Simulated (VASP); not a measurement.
# CoO (R-3m) in VASP: a series of runs, part 3 of 3

VASP 6.6.1. Earlier steps stand in the parts before.

**5. Single point, RPBE, collinear spin, ferromagnetic start**

This run uses another cell than the first one, of 9.89 Å³/atom, 1.032 times its volume.

INCAR

```
SYSTEM = CoO
  PREC = Accurate
  ENCUT = 520
  EDIFF = 1E-7
  ISMEAR = -1
  SIGMA = 0.05
  LREAL = .FALSE.
  LASPH = .TRUE.
  NELM = 150
  ALGO = Normal
  ISIF = 2
  LWAVE = .FALSE.
  LCHARG = .FALSE.
  ISPIN = 2
  MAGMOM = 2 0
  LORBIT = 11
  LMAXMIX = 4
  GGA = RP
  NBANDS = 18
```

KPOINTS

```
Automatic mesh
0
G
  11 11 11
  0 0 0
```

POSCAR

```
CoO
1.0
    1.5536551988      0.8970032473      2.3652677473
   -1.5536551988      0.8970032473      2.3652677473
    0.0000000000     -1.7940064945      2.3652677473
Co O
1 1
Direct
    0.0000000000      0.0000000000      0.0000000000
    0.5000000000      0.5000000000      0.5000000000
```

Potentials or basis: VASP PAW PBE potentials, release 64 (Co, O).

The run is started by

```bash
$ cat potpaw_PBE.64/Co/POTCAR potpaw_PBE.64/O/POTCAR > POTCAR
$ mpirun -np 1 vasp_std > vasp.out
```

OUTCAR:

```text
SYSTEM = CoO
   PREC = Accurate
   ENCUT = 520
   EDIFF = 1E-7
   ISMEAR = -1
   LREAL = .FALSE.
   LASPH = .TRUE.
   NELM = 150
   ISIF = 2
   ISPIN = 2
   LORBIT = 11
   GGA = RP

 ion  position               nearest neighbor table
   1  0.000  0.000  0.000-   2 2.15   2 2.15   2 2.15   2 2.15   2 2.15   2 2.15
   2  0.500  0.500  0.500-   1 2.15   1 2.15   1 2.15   1 2.15   1 2.15   1 2.15

  LATTYP: Found a trigonal (rhomboedric) cell.
 ALAT       =     2.9686614524
 COS(alpha) =     0.4522051634

  Lattice vectors:

 A1 = (   1.5536551988,   0.8970032473,   2.3652677473)
 A2 = (  -1.5536551988,   0.8970032473,   2.3652677473)
 A3 = (   0.0000000000,  -1.7940064945,   2.3652677473)

Analysis of symmetry for initial positions (statically):
=====================================================================
 Subroutine PRICEL returns:
 Original cell was already a primitive cell.

 Routine SETGRP: Setting up the symmetry group for a
 trigonal (rhombohedral) supercell.

 Subroutine GETGRP returns: Found 12 space group operations
 (whereof 12 operations were pure point group operations)
 out of a pool of 12 trial point group operations.

The static configuration has the point symmetry D_3d.

Analysis of symmetry for dynamics (positions and initial velocities):
=====================================================================
 Subroutine PRICEL returns:
 Original cell was already a primitive cell.

 Routine SETGRP: Setting up the symmetry group for a
 trigonal (rhombohedral) supercell.

 Subroutine GETGRP returns: Found 12 space group operations
 (whereof 12 operations were pure point group operations)
 out of a pool of 12 trial point group operations.

The dynamic configuration has the point symmetry D_3d.

Analysis of structural, dynamic, and magnetic symmetry:
=====================================================================
 Subroutine PRICEL returns:
 Original cell was already a primitive cell.

 Routine SETGRP: Setting up the symmetry group for a
[... 142 lines left out ...]
   NGX = 11   NGY = 11   NGZ = 11

 number of electron      14.9999998 magnetization       2.9542409

 Free energy of the ion-electron system (eV)
  ---------------------------------------------------
  ext. energy  EPLUGINS =         0.00000000
  ---------------------------------------------------
  free energy    TOTEN  =       -12.21481996 eV

  energy without entropy =      -12.18619921  energy(sigma->0) =      -12.20050959

 E-fermi :   7.7002     XC(G=0): -12.0990

 val. band max:        7.6985830073   @ k =  -0.2727   0.2727   0.2727
 cond. band min:       7.7003247737   @ k =   0.3636   0.2727   0.0909
 fundamental gap:      0.0017417664
 Fermi energy:         7.7002301485

 spin component 1

 k-point     1 :       0.0000    0.0000    0.0000
  band No.  band energies     occupation
      1     -12.3035      1.00000
      2       4.3535      1.00000
      3       4.3535      1.00000
      4       4.5430      1.00000
      5       4.5430      1.00000
      6       4.6127      1.00000
[... 493 lines left out ...]
     17      34.2802      0.00000
     18      36.5914      0.00000

 [... further k-points ...]

 spin component 2

 k-point     1 :       0.0000    0.0000    0.0000
  band No.  band energies     occupation
      1     -11.7875      1.00000
      2       5.1828      1.00000
      3       5.1828      1.00000
      4       5.6194      1.00000
      5       6.5933      1.00000
      6       6.5933      1.00000
[... 493 lines left out ...]
     17      34.7686      0.00000
     18      37.2415      0.00000

 [... further k-points ...]
[... 5 lines left out ...]
  --------------------------------------------------------------------------------------
  -------------------------------------------------------------------------------------
  Total       -0.0465652     -0.0465652     -0.0251186      0.0000000     -0.0000000      0.0000000
  in kB       -3.7721738     -3.7721738     -2.0348190      0.0000000     -0.0000000      0.0000000
  external PRESSURE =      -3.1930555 kB  Pullay stress =       0.0000000 kB

 VOLUME and BASIS-vectors are now :
 -----------------------------------------------------------------------------
  energy-cutoff  :      520.00
  volume of cell :       19.78
      direct lattice vectors                 reciprocal lattice vectors
     1.553655199  0.897003247  2.365267747     0.321821727  0.185803861  0.140928372
    -1.553655199  0.897003247  2.365267747    -0.321821727  0.185803861  0.140928372
     0.000000000 -1.794006495  2.365267747     0.000000000 -0.371607722  0.140928372

 POSITION                                       TOTAL-FORCE (eV/Angst)
 -----------------------------------------------------------------------------------
      0.00000      0.00000      0.00000         0.000000     -0.000000      0.000000
      0.00000      0.00000      3.54790        -0.000000      0.000000     -0.000000
 -----------------------------------------------------------------------------------
    total drift:                               -0.000000      0.000000     -0.000000

  FREE ENERGIE OF THE ION-ELECTRON SYSTEM (eV)
  ---------------------------------------------------
  free  energy   TOTEN  =       -12.2148199604 eV

  energy  without entropy=      -12.1861992100  energy(sigma->0) =      -12.20050959

 total charge

# of ion       s       p       d       tot
------------------------------------------
    1        0.287   0.339   7.118   7.744
    2        1.561   3.422   0.000   4.984
--------------------------------------------------
tot          1.849   3.761   7.118  12.728

 magnetization (x)

# of ion       s       p       d       tot
------------------------------------------
    1        0.019   0.016   2.563   2.599
    2        0.027   0.280   0.000   0.308
--------------------------------------------------
tot          0.047   0.297   2.563   2.907
```

stdout:

```text
POSCAR found type information on POSCAR CoO
 POSCAR found :  2 types and       2 ions
 scaLAPACK will be used
 -----------------------------------------------------------------------------
|                                                                             |
|                                                                             |
|     You enforced a specific xc type in the INCAR file but a different       |
|     I HOPE YOU KNOW WHAT YOU ARE DOING!                                     |
|                                                                             |
 -----------------------------------------------------------------------------

 LDA part: xc-table for (Slater+PW92), standard interpolation
 POSCAR, INCAR and KPOINTS ok, starting setup
 FFT: planning ... GRIDC
 FFT: planning ... GRID_SOFT
 FFT: planning ... GRID
 WAVECAR not read
 entering main loop
```

Wall time 1.7 min (1 thread of Intel Xeon Platinum 8259CL at 2.50GHz (Skylake/Cascade Lake), shared host); peak memory 0.2 GiB.

Results:

```
Free energy                                           : -12.2148 eV
Pressure                                              : -0.3 GPa
Net moment                                            : 2.95 μB per cell
Site moments                                          : Co +2.60; O +0.31 μB
Valence electrons inside the program's atomic spheres : Co 7.74; O 4.98
```

Levels at points of the mesh, in eV from the Fermi level:
Spin up:
| k point | band 7 | band 8 | band 9 | band 10 | band 11 | band 12 |
| --- | --- | --- | --- | --- | --- | --- |
| (0.00, 0.00, 0.00) | -3.09 | -2.81 | -2.69 | 0.96 | 16.82 | 17.43 |
Spin down:
| k point | band 2 | band 3 | band 4 | band 5 | band 6 | band 7 | band 8 | band 9 | band 10 | band 11 |
| --- | --- | --- | --- | --- | --- | --- | --- | --- | --- | --- |
| (0.00, 0.00, 0.00) | -2.52 | -2.52 | -2.08 | -1.11 | -1.11 | -0.95 | 0.20 | 0.20 | 1.51 | 16.65 |

Caveat: the PAW data sets were made with another functional, which shifts forces and pressure a little; a cell with one magnetic atom can't hold antiferromagnetic order, which such compounds often take; semilocal functionals often make such compounds metallic where correlation or magnetic order opens a gap, which also shifts bond lengths.

**6. Single point, PBE, collinear spin, ferromagnetic start**

This run uses another cell than the first one, of 10.15 Å³/atom, 1.060 times its volume.

INCAR

```
PREC     = Accurate       # precision mode
ENCUT    = 520            # plane-wave cutoff, eV
EDIFF    = 1E-7           # SCF threshold, eV
ISMEAR   = -1             # smearing method
SIGMA    = 0.05           # smearing width, eV
LREAL    = False          # projectors in reciprocal space
LASPH    = True           # aspherical terms in the spheres
NELM     = 150            # most SCF steps
ALGO     = Normal         # electronic algorithm
ISIF     = 2              # what is computed and relaxed
LWAVE    = False          # write WAVECAR
LCHARG   = False          # write CHGCAR
ISPIN    = 2              # spin polarisation
MAGMOM   = 2 0            # initial moments
LORBIT   = 11             # projections on sites
LMAXMIX  = 4              # l up to which the mixer works
GGA      = PE             # functional
NBANDS   = 18             # bands
```

KPOINTS

```
Automatic mesh
0
Gamma
  11 11 11
```

POSCAR

```
CoO
1.0
    1.5349960513      0.8862303835      2.4877807593
   -1.5349960513      0.8862303835      2.4877807593
    0.0000000000     -1.7724607669      2.4877807593
Co O
1 1
Direct
    0.0000000000      0.0000000000      0.0000000000
    0.5000000000      0.5000000000      0.5000000000
```

Potentials or basis: VASP PAW PBE potentials, release 64 (Co, O).

The run is started by

```bash
$ cat potpaw_PBE.64/Co/POTCAR potpaw_PBE.64/O/POTCAR > POTCAR
$ mpirun -np 1 vasp_std > vasp.out
```

OUTCAR:

```text
PREC = Accurate
   ENCUT = 520
   EDIFF = 1E-7
   ISMEAR = -1
   LREAL = False
   LASPH = True
   NELM = 150
   ISIF = 2
   ISPIN = 2
   LORBIT = 11
   GGA = PE

 ion  position               nearest neighbor table
   1  0.000  0.000  0.000-   2 2.17   2 2.17   2 2.17   2 2.17   2 2.17   2 2.17
   2  0.500  0.500  0.500-   1 2.17   1 2.17   1 2.17   1 2.17   1 2.17   1 2.17

  LATTYP: Found a trigonal (rhomboedric) cell.
 ALAT       =     3.0546145872
 COS(alpha) =     0.4949531368

  Lattice vectors:

 A1 = (   1.5349960513,   0.8862303835,   2.4877807593)
 A2 = (  -1.5349960513,   0.8862303835,   2.4877807593)
[... 1221 lines left out ...]

 VOLUME and BASIS-vectors are now :
 -----------------------------------------------------------------------------
  energy-cutoff  :      520.00
  volume of cell :       20.31
      direct lattice vectors                 reciprocal lattice vectors
     1.534996051  0.886230384  2.487780759     0.325733737  0.188062461  0.133988227
    -1.534996051  0.886230384  2.487780759    -0.325733737  0.188062461  0.133988227
     0.000000000 -1.772460767  2.487780759     0.000000000 -0.376124921  0.133988227

 POSITION                                       TOTAL-FORCE (eV/Angst)
 -----------------------------------------------------------------------------------
      0.00000      0.00000      0.00000         0.000000      0.000000      0.000000
      0.00000      0.00000      3.73167        -0.000000     -0.000000     -0.000000
 -----------------------------------------------------------------------------------
    total drift:                               -0.000000      0.000000     -0.000000

  FREE ENERGIE OF THE ION-ELECTRON SYSTEM (eV)
  ---------------------------------------------------
  free  energy   TOTEN  =       -13.0281431664 eV

  energy  without entropy=      -12.9931581357  energy(sigma->0) =      -13.01065065

 total charge

# of ion       s       p       d       tot
------------------------------------------
    1        0.281   0.325   7.108   7.714
    2        1.556   3.401   0.000   4.956
--------------------------------------------------
tot          1.837   3.725   7.108  12.670

 magnetization (x)

# of ion       s       p       d       tot
------------------------------------------
    1        0.020   0.016   2.571   2.607
    2        0.027   0.286   0.000   0.313
--------------------------------------------------
tot          0.047   0.302   2.571   2.920
```

stdout:

```text
POSCAR found type information on POSCAR CoO
 POSCAR found :  2 types and       2 ions
 scaLAPACK will be used
 LDA part: xc-table for (Slater+PW92), standard interpolation
 POSCAR, INCAR and KPOINTS ok, starting setup
 FFT: planning ... GRIDC
 FFT: planning ... GRID_SOFT
 FFT: planning ... GRID
 WAVECAR not read
 entering main loop
```

Run time: 56 s. Hardware: 1 thread of Intel Xeon Platinum 8488C (Sapphire Rapids), shared host; peak memory 0.21 GiB.

What came out:

| Quantity | Value |
| --- | --- |
| Free energy | -13.0281 eV |
| Pressure | -9.4 GPa |
| Band gap on the k mesh | zero (filled and empty bands overlap) |
| Net moment | 2.98 μB per cell |
| Site moments | Co +2.61; O +0.31 μB |
| Valence electrons inside the program's atomic spheres | Co 7.71; O 4.96 |

Caveat: a cell with one magnetic atom can't hold antiferromagnetic order, which such compounds often take; semilocal functionals often make such compounds metallic where correlation or magnetic order opens a gap, which also shifts bond lengths. With open d or f shells a metallic result of PBE can be an artefact of self-interaction; +U or a hybrid may open a gap.

**7. The runs side by side**

| level | cell | gap on the mesh (eV) | pressure (GPa) | moment (μB) |
| --- | --- | --- | --- | --- |
| RPBE | a = 2.996 Å, angles 60.3°, 2 atoms | none | 5.7 | 2.90 |
| revPBE | a = 2.996 Å, angles 60.3°, 2 atoms | none | 4.0 | 2.90 |
| BLYP | a = 2.996 Å, angles 60.3°, 2 atoms | none | 6.2 | 2.73 |
| RPBE | a = 2.969 Å, angles 63.1°, 2 atoms | none | -0.3 | 2.95 |
| PBE | a = 3.055 Å, angles 60.3°, 2 atoms | none | -9.4 | 2.98 |

Alike in all rows: task single point; potentials or basis VASP PAW PBE potentials, release 64 (Co, O); spin collinear, ferromagnetic start; k mesh 11 × 11 × 11; cutoff (eV) 520; smearing fermi-dirac 0.05 eV.

Every run on the cell as given and a fine mesh finds a metal. The pressure there spans 4.0 GPa (revPBE) to 6.2 GPa (BLYP); a positive pressure means that this level wants a larger cell, a negative one a smaller.

Caveats: a cell with one magnetic atom can't hold antiferromagnetic order, which such compounds often take; semilocal functionals often make such compounds metallic where correlation or magnetic order opens a gap, which also shifts bond lengths; the PAW data sets were made with another functional, which shifts forces and pressure a little (some runs).

Absolute energies hang on the potentials; compare differences alone.
